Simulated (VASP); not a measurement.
# SnO2 (Pa-3) in VASP: a series of runs, part 2 of 2

VASP 6.6.1. The steps go on from the part before.

### Step 5. Single point, PBE

INCAR

```
SYSTEM = SnO2
ALGO = Normal
EDIFF = 1E-6
ENCUT = 520
GGA = PE
ISIF = 2
ISMEAR = -1
LASPH = .True.
LCHARG = .False.
LREAL = .False.
LWAVE = .False.
NBANDS = 64
NELM = 100
PREC = Accurate
SIGMA = 0.05
```

KPOINTS

```
k-points
0
Gamma
  4 4 4
  0 0 0
```

POSCAR

```
SnO2
1.0
    5.1752560000      0.0000000000      0.0000000000
    0.0000000000      5.1752560000      0.0000000000
    0.0000000000      0.0000000000      5.1752560000
Sn O
4 8
Direct
    0.0000000000      0.0000000000      0.0000000000
    0.5000000000      0.0000000000      0.5000000000
    0.5000000000      0.5000000000      0.0000000000
    0.0000000000      0.5000000000      0.5000000000
    0.6610980000      0.8389020000      0.1610980000
    0.8389020000      0.1610980000      0.6610980000
    0.1610980000      0.6610980000      0.8389020000
    0.3389020000      0.3389020000      0.3389020000
    0.6610980000      0.6610980000      0.6610980000
    0.8389020000      0.3389020000      0.1610980000
    0.1610980000      0.8389020000      0.3389020000
    0.3389020000      0.1610980000      0.8389020000
```

Potentials or basis: VASP PAW PBE potentials, release 64 (Sn_d, O).

The run is started by

```console
> cat potpaw_PBE.64/Sn_d/POTCAR potpaw_PBE.64/O/POTCAR > POTCAR
> mpirun -np 1 vasp_std > vasp.out
```

OUTCAR:

```text
SYSTEM = SnO2
   EDIFF = 1E-6
   ENCUT = 520
   GGA = PE
   ISIF = 2
   ISMEAR = -1
   LASPH = .True.
   LREAL = .False.
   NELM = 100
   PREC = Accurate

 ion  position               nearest neighbor table
   1  0.000  0.000  0.000-   5 2.11   6 2.11   7 2.11  10 2.11  11 2.11  12 2.11   2 3.66   3 3.66
                             4 3.66   2 3.66   4 3.66   3 3.66   4 3.66   4 3.66   2 3.66   3 3.66
   2  0.500  0.000  0.500-   5 2.11   6 2.11   8 2.11   9 2.11  11 2.11  12 2.11   1 3.66   3 3.66
                             4 3.66   1 3.66   3 3.66   3 3.66   4 3.66   3 3.66   1 3.66   4 3.66
   3  0.500  0.500  0.000-   5 2.11   7 2.11   8 2.11   9 2.11  10 2.11  12 2.11   1 3.66   2 3.66
                             4 3.66   2 3.66   4 3.66   1 3.66   2 3.66   2 3.66   1 3.66   4 3.66
   4  0.000  0.500  0.500-   6 2.11   7 2.11   8 2.11   9 2.11  10 2.11  11 2.11   1 3.66   2 3.66
                             3 3.66   1 3.66   3 3.66   1 3.66   2 3.66   1 3.66   2 3.66   3 3.66
   5  0.661  0.839  0.161-   1 2.11   2 2.11   3 2.11
   6  0.839  0.161  0.661-   1 2.11   2 2.11   4 2.11
   7  0.161  0.661  0.839-   1 2.11   3 2.11   4 2.11
   8  0.339  0.339  0.339-   2 2.11   3 2.11   4 2.11
   9  0.661  0.661  0.661-   2 2.11   3 2.11   4 2.11
  10  0.839  0.339  0.161-   1 2.11   3 2.11   4 2.11
  11  0.161  0.839  0.339-   1 2.11   2 2.11   4 2.11
  12  0.339  0.161  0.839-   1 2.11   2 2.11   3 2.11

  LATTYP: Found a simple cubic cell.
 ALAT       =     5.1752560000

  Lattice vectors:

 A1 = (   5.1752560000,   0.0000000000,   0.0000000000)
 A2 = (   0.0000000000,   5.1752560000,   0.0000000000)
 A3 = (   0.0000000000,   0.0000000000,   5.1752560000)

Analysis of symmetry for initial positions (statically):
=====================================================================
 Subroutine PRICEL returns:
 Original cell was already a primitive cell.

 Routine SETGRP: Setting up the symmetry group for a
 simple cubic supercell.

 Subroutine GETGRP returns: Found 24 space group operations
[... 155 lines left out ...]
   LRPA    =     F    only Hartree local field effects (RPA)
 non-spin polarized calculation
  energy-cutoff  :      520.00
  volume of cell :      138.61
 maximum number of plane-waves:      3771
 NGX is ok and might be reduce to    40
   NGX = 19   NGY = 19   NGZ = 19

 number of electron     103.9999973 magnetization

 Free energy of the ion-electron system (eV)
  ---------------------------------------------------
  ext. energy  EPLUGINS =         0.00000000
  ---------------------------------------------------
  free energy    TOTEN  =       -73.41303269 eV

  energy without entropy =      -73.41264754  energy(sigma->0) =      -73.41284012

 E-fermi :   6.9068     XC(G=0): -11.6227

 val. band max:        6.5456767113   @ k =   0.5000   0.0000   0.0000
 cond. band min:       7.1087877848   @ k =   0.0000   0.0000   0.0000
 fundamental gap:      0.5631110735
 Fermi energy:         6.9068468497

 k-point     1 :       0.0000    0.0000    0.0000
  band No.  band energies     occupation
      1     -14.2515      2.00000
      2     -14.2515      2.00000
      3     -14.2515      2.00000
      4     -13.5783      2.00000
      5     -13.5783      2.00000
      6     -13.5783      2.00000
[... 726 lines left out ...]
     63      17.5155      0.00000
     64      17.5155      0.00000

------------------------ aborting loop because EDIFF is reached ----------------------------------------

  FORCE on cell =-STRESS in cart. coord.  units (eV):
  Direction    XX          YY          ZZ          XY          YZ          ZX
  --------------------------------------------------------------------------------------
  -------------------------------------------------------------------------------------
  Total       -0.0247070     -0.0247070     -0.0247070     -0.0000000     -0.0000000      0.0000000
  in kB       -0.2855843     -0.2855843     -0.2855843     -0.0000000     -0.0000000      0.0000000
  external PRESSURE =      -0.2855843 kB  Pullay stress =       0.0000000 kB

 VOLUME and BASIS-vectors are now :
 -----------------------------------------------------------------------------
  energy-cutoff  :      520.00
  volume of cell :      138.61
      direct lattice vectors                 reciprocal lattice vectors
     5.175256000  0.000000000  0.000000000     0.193227156  0.000000000  0.000000000
     0.000000000  5.175256000  0.000000000     0.000000000  0.193227156  0.000000000
     0.000000000  0.000000000  5.175256000     0.000000000  0.000000000  0.193227156

 POSITION                                       TOTAL-FORCE (eV/Angst)
 -----------------------------------------------------------------------------------
      0.00000      0.00000      0.00000        -0.000000      0.000000      0.000000
      2.58763      0.00000      2.58763        -0.000000      0.000000      0.000000
      2.58763      2.58763      0.00000        -0.000000      0.000000      0.000000
      0.00000      2.58763      2.58763        -0.000000      0.000000      0.000000
      3.42135      4.34153      0.83372        -0.002889      0.002889     -0.002889
      4.34153      0.83372      3.42135         0.002889     -0.002889     -0.002889
      0.83372      3.42135      4.34153        -0.002889     -0.002889      0.002889
      1.75390      1.75390      1.75390         0.002889      0.002889      0.002889
      3.42135      3.42135      3.42135        -0.002889     -0.002889     -0.002889
      4.34153      1.75390      0.83372         0.002889      0.002889     -0.002889
      0.83372      4.34153      1.75390        -0.002889      0.002889      0.002889
      1.75390      0.83372      4.34153         0.002889     -0.002889      0.002889
 -----------------------------------------------------------------------------------
    total drift:                                0.000000      0.000000     -0.000000

  FREE ENERGIE OF THE ION-ELECTRON SYSTEM (eV)
  ---------------------------------------------------
  free  energy   TOTEN  =       -73.4130326932 eV

  energy  without entropy=      -73.4126475380  energy(sigma->0) =      -73.41284012
```

stdout:

```text
POSCAR found type information on POSCAR SnO
 POSCAR found :  2 types and      12 ions
 scaLAPACK will be used
 LDA part: xc-table for (Slater+PW92), standard interpolation
 POSCAR, INCAR and KPOINTS ok, starting setup
 FFT: planning ... GRIDC
 FFT: planning ... GRID_SOFT
 FFT: planning ... GRID
 WAVECAR not read
 entering main loop
```

Run time: 2.2 min. Hardware: 1 thread of Intel Xeon Platinum 8488C (Sapphire Rapids), shared host; peak memory 0.26 GiB.

What came out:

* Free energy: -73.4130 eV
* Pressure: 0.0 GPa
* Largest force: 0.005 eV/Å
* Band gap on the k mesh: 0.56 eV, indirect (least direct gap 0.62 eV)

Forces on the atoms (eV/Å):
```
Sn   0.000  0.000  0.000
Sn   0.000  0.000  0.000
Sn   0.000  0.000  0.000
Sn   0.000  0.000  0.000
O   -0.003  0.003 -0.003
O    0.003 -0.003 -0.003
O   -0.003 -0.003  0.003
O    0.003  0.003  0.003
O   -0.003 -0.003 -0.003
O    0.003  0.003 -0.003
O   -0.003  0.003  0.003
O    0.003 -0.003  0.003
```

Caveat: spin-orbit coupling is left out, which moves the levels of the heavy elements. A k mesh can miss the band edges.

### Step 6. Relaxation of cell and atoms, PBE

INCAR

```
SYSTEM = SnO2
ALGO     = Normal         ! electronic algorithm
EDIFF    = 1E-6           ! SCF threshold, eV
EDIFFG   = -0.01          ! ionic threshold
ENCUT    = 600            ! plane-wave cutoff, eV
GGA      = PE             ! functional
IBRION   = 2              ! ionic algorithm
ISIF     = 3              ! what is computed and relaxed
ISMEAR   = -1             ! smearing method
LASPH    = .TRUE.         ! aspherical terms in the spheres
LCHARG   = .FALSE.        ! write CHGCAR
LREAL    = .FALSE.        ! projectors in reciprocal space
LWAVE    = .FALSE.        ! write WAVECAR
NELM     = 60             ! most SCF steps
NSW      = 60             ! ionic steps
PREC     = Accurate       ! precision mode
SIGMA    = 0.05           ! smearing width, eV
```

KPOINTS

```
k-points
0
G
  5 5 5
  0 0 0
```

POSCAR is that of step 5.

Potentials or basis: VASP PAW PBE potentials, release 64 (Sn_d, O).

The run is started by

```console
> cat potpaw_PBE.64/Sn_d/POTCAR potpaw_PBE.64/O/POTCAR > POTCAR
> mpirun -np 1 vasp_std > vasp.out
```

Wall time 5.4 min (1 thread of Oxide Virtual Turin-like, shared host); peak memory 0.27 GiB.

Results (log left out):

| Item | Value |
| --- | --- |
| Free energy | -73.4348 eV |
| Relaxed volume | 11.54 Å³/atom |
| Relaxed cell | a = 5.173 Å, b = 5.173 Å, c = 5.173 Å, α = 90.00°, β = 90.00°, γ = 90.00° |
| Space group after relaxing (to 0.05 Å) | Pa-3 (No. 205) |
| Energy gained by relaxing | 0.0 meV/atom |
| Ionic steps | 3 |
| Pressure after relaxing | 0.0 GPa |
| Largest force after relaxing | 0.005 eV/Å |
| Band gap on the k mesh | 0.57 eV, indirect (least direct gap 0.63 eV) |

Forces in eV/Å, atoms in the order of the input:
```
Sn   0.000  0.000  0.000
Sn   0.000  0.000  0.000
Sn   0.000  0.000  0.000
Sn   0.000  0.000  0.000
O   -0.003  0.003 -0.003
O    0.003 -0.003 -0.003
O   -0.003 -0.003  0.003
O    0.003  0.003  0.003
O   -0.003 -0.003 -0.003
O    0.003  0.003 -0.003
O   -0.003  0.003  0.003
O    0.003 -0.003  0.003
```

Step by step:
| step | energy change (eV) | largest force (eV/Å) | pressure (GPa) | volume (Å³) |
| --- | --- | --- | --- | --- |
| 1 | 0.0000 | 0.0046 | -0.21 | 138.61 |
| 2 | 0.0000 | 0.0060 | 0.19 | 138.31 |
| 3 | -0.0001 | 0.0054 | 0.01 | 138.44 |

Final structure:
```
Sn O
1.0
     5.17313    0.00000    0.00000
     0.00000    5.17313    0.00000
     0.00000    0.00000    5.17313
Sn O
4 8
Direct
  0.00000 0.00000 0.00000
  0.50000 0.00000 0.50000
  0.50000 0.50000 0.00000
  0.00000 0.50000 0.50000
  0.66108 0.83892 0.16108
  0.83892 0.16108 0.66108
  0.16108 0.66108 0.83892
  0.33892 0.33892 0.33892
  0.66108 0.66108 0.66108
  0.83892 0.33892 0.16108
  0.16108 0.83892 0.33892
  0.33892 0.16108 0.83892
```

Levels at points of the mesh, in eV from the valence-band top:
```csv
k point,band 48,band 49,band 50,band 51,band 52,band 53,band 54,band 55,band 56,band 57
"(0.00, 0.00, 0.00)",-0.72,-0.28,-0.06,-0.06,-0.06,0.57,5.74,5.74,5.74,7.36
```

Caveat: spin-orbit coupling is left out, which moves the levels of the heavy elements.

### Step 7. Relaxation of cell and atoms, LDA, target pressure 30 GPa, at which the enthalpy is minimised

INCAR

```
PREC = Accurate ; ENCUT = 600
EDIFF = 1E-6 ; ISMEAR = -1
SIGMA = 0.05 ; LREAL = F
LASPH = T ; NELM = 100
ALGO = Normal ; ISIF = 3
LWAVE = F ; LCHARG = F
GGA = CA ; IBRION = 2
NSW = 60 ; EDIFFG = -0.01
PSTRESS = 300.0
```

KPOINTS

```
regular mesh
0
Gamma
  4 4 4
```

POSCAR is that of step 6.

Potentials or basis: VASP PAW LDA potentials, release 64 (Sn_d, O).

The run is started by

```console
> cat potpaw_LDA.64/Sn_d/POTCAR potpaw_LDA.64/O/POTCAR > POTCAR
> mpirun -np 1 vasp_std > vasp.out
```

It took 27 min on 1 thread of Oxide Virtual Turin-like, shared host; peak memory 0.24 GiB.

It converged, with:

```yaml
Free_energy: -82.6772 eV
Relaxed_volume: 9.82 Å³/atom
Relaxed_cell: a = 4.902 Å, b = 4.902 Å, c = 4.902 Å, α = 90.00°, β = 90.00°, γ = 90.00°
Space_group_after_relaxing_to_0.05_Å: Pa-3 (No. 205)
Energy_change_on_relaxing_the_enthalpy_is_what_falls: +64.2 meV/atom
Ionic_steps: 15
Pressure_after_relaxing: 30.0 GPa
Band_gap_on_the_k_mesh: 2.32 eV, indirect (least direct gap 2.41 eV)
```

Step by step:
```tsv
step	energy change (eV)	largest force (eV/Å)	pressure (GPa)	volume (Å³)
1	0.0000	0.0390	-11.88	138.61
2	23.2217	0.9049	248.26	86.43
3	0.4076	0.1290	23.89	120.12
4	0.6334	0.1468	27.98	118.72
5	0.7529	0.1555	29.96	118.06
6	0.8272	0.1607	31.20	117.67
7	0.6176	0.1255	27.73	118.77
8	0.6858	0.1375	28.88	118.40
9	0.6939	0.1158	29.02	118.31
10	0.7267	0.0419	29.44	118.06
11	0.8389	0.1482	30.19	117.54
12	0.7474	0.0027	29.63	117.93
13	0.7506	0.0039	29.66	117.92
14	0.8205	0.0085	30.82	117.55
15	0.7698	0.0003	30.00	117.81
```

Final structure:
```cif
data_structure
_symmetry_space_group_name_H-M 'P 1'
_symmetry_Int_Tables_number 1
_cell_length_a 4.9023
_cell_length_b 4.9023
_cell_length_c 4.9023
_cell_angle_alpha 90.000
_cell_angle_beta 90.000
_cell_angle_gamma 90.000
_cell_volume 117.81
loop_
_atom_site_label
_atom_site_type_symbol
_atom_site_fract_x
_atom_site_fract_y
_atom_site_fract_z
_atom_site_occupancy
Sn1 Sn 0.00000 0.00000 0.00000 1
Sn2 Sn 0.50000 0.00000 0.50000 1
Sn3 Sn 0.50000 0.50000 0.00000 1
Sn4 Sn 0.00000 0.50000 0.50000 1
O1 O 0.65584 0.84416 0.15584 1
O2 O 0.84416 0.15584 0.65584 1
O3 O 0.15584 0.65584 0.84416 1
O4 O 0.34416 0.34416 0.34416 1
O5 O 0.65584 0.65584 0.65584 1
O6 O 0.84416 0.34416 0.15584 1
O7 O 0.15584 0.84416 0.34416 1
O8 O 0.34416 0.15584 0.84416 1
```

Levels at points of the mesh, in eV from the valence-band top:
| k point | band 48 | band 49 | band 50 | band 51 | band 52 | band 53 | band 54 | band 55 | band 56 | band 57 |
| --- | --- | --- | --- | --- | --- | --- | --- | --- | --- | --- |
| (0.00, 0.00, 0.00) | -0.61 | -0.51 | -0.09 | -0.09 | -0.09 | 2.32 | 7.43 | 7.43 | 7.43 | 8.46 |
| (0.50, 0.00, 0.00) | -0.72 | -0.52 | -0.52 | -0.02 | -0.02 | 5.27 | 5.27 | 6.18 | 6.18 | 8.65 |
| (0.50, 0.50, 0.00) | -1.38 | -0.32 | -0.32 | -0.32 | -0.32 | 6.04 | 6.04 | 6.04 | 6.04 | 8.77 |
| (0.50, 0.50, 0.50) | -1.14 | -0.63 | -0.63 | -0.63 | -0.63 | 6.64 | 6.64 | 6.64 | 6.64 | 8.24 |

Caveat: the cell is relaxed towards a set pressure, so the enthalpy falls and the energy may rise; the volume moved by over 15 % at a fixed basis, so the end points are rough; spin-orbit coupling is left out, which moves the levels of the heavy elements. A hybrid or GW would open this gap; LDA tends to underestimate it.

### Step 8. The runs side by side

```csv
task,level,potentials or basis,cell,k mesh,cutoff (eV),gap on the mesh (eV),pressure (GPa),relaxed volume (Å³/atom),largest force (eV/Å)
single point,r2SCAN,"VASP PAW PBE potentials, release 64 (Sn_d, O)","a = 5.175 Å, 12 atoms",4 × 4 × 4,520,1.15,-8.1,-,0.01
single point,PBE,"VASP PAW PBE potentials, release 64 (Sn_d, O)","a = 5.170 Å, 12 atoms",4 × 4 × 4,520,0.59,0.6,-,-
relaxation of cell and atoms,PBE,"VASP PAW PBE potentials, release 64 (Sn_d, O)","relaxed from a = 5.175 Å, 12 atoms",4 × 4 × 4,600,0.58,0.0,11.54,0.01
single point,PBE,"VASP PAW PBE potentials, release 64 (Sn_d, O)","a = 5.175 Å, 12 atoms",4 × 4 × 4,520,0.56,0.0,-,0.01
relaxation of cell and atoms,PBE,"VASP PAW PBE potentials, release 64 (Sn_d, O)","relaxed from a = 5.175 Å, 12 atoms",5 × 5 × 5,600,0.57,0.0,11.54,0.01
relaxation of cell and atoms,LDA,"VASP PAW LDA potentials, release 64 (Sn_d, O)","relaxed to 30 GPa from a = 5.175 Å, 12 atoms",4 × 4 × 4,600,2.32,30.0,-,-
```

Alike in all rows: no spin polarisation; smearing fermi-dirac 0.05 eV.

Caveats: spin-orbit coupling is left out, which moves the levels of the heavy elements; the PAW data sets were made with another functional, which shifts forces and pressure a little (some runs); the cell is relaxed towards a set pressure, so the enthalpy falls and the energy may rise (some runs); the volume moved by over 15 % at a fixed basis, so the end points are rough (some runs).

Total energies depend on the potentials used, so only differences within one code and one set of settings carry meaning.
